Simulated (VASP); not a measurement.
Write the native input for VASP 6.6.1 that does the following.

```
Task                   : single point
Functional             : PBE
Potentials or basis    : VASP PAW PBE potentials, release 64 (Rb_sv, Te)
Cutoff                 : 520 eV
k mesh                 : 4 × 4 × 1
Occupations            : gaussian, width 0.1 eV
Spin                   : no spin polarisation
Dipole correction      : yes
Further INCAR settings : ALGO = Normal; EDIFF = 1e-06; NBANDS = 18
```

The structure of RbTe2 lies in POSCAR:

```
RbTe2
1.0
    5.7950078800      0.0000000000      0.0000000000
    0.0000000000      5.7950078800      0.0000000000
    0.0000000000      0.0000000000     18.0000000000
Rb Te
1 2
Direct
    0.5000000000      0.5000000000      0.5000000000
    0.0000000000      0.5000000000      0.6089363900
    0.5000000000      0.0000000000      0.3910636100
```

The cell was built from a structure type or drawn by symmetry, and may not be a known phase.

One way to write it, as run:

INCAR

```
PREC = Accurate
ENCUT = 520
EDIFF = 1E-6
ISMEAR = 0
SIGMA = 0.1
LREAL = F
LASPH = T
NELM = 60
ALGO = Normal
ISIF = 2
LWAVE = F
LCHARG = F
LDIPOL = T
IDIPOL = 3
DIPOL = 0.5 0.5 0.500
GGA = PE
NBANDS = 18
```

KPOINTS

```
Automatic mesh
0
Gamma
  4 4 1
```

Potentials or basis: VASP PAW PBE potentials, release 64 (Rb_sv, Te).

The run is started by

```console
$ cat potpaw_PBE.64/Rb_sv/POTCAR potpaw_PBE.64/Te/POTCAR > POTCAR
$ mpirun -np 1 vasp_std > vasp.out
```

Results of the run:

The largest force is 0.127 eV/Å. The band gap on the k mesh is zero (an odd number of electrons rules out a gap without spin polarisation).

Caveat: spin-orbit coupling is left out, which moves the levels of the heavy elements.

Run time: 110 s on 1 thread of Intel(R) Xeon(R) Platinum 8375C CPU @ 2.90GHz (Ice Lake), with other jobs on the host, peak memory 0.68 GiB.
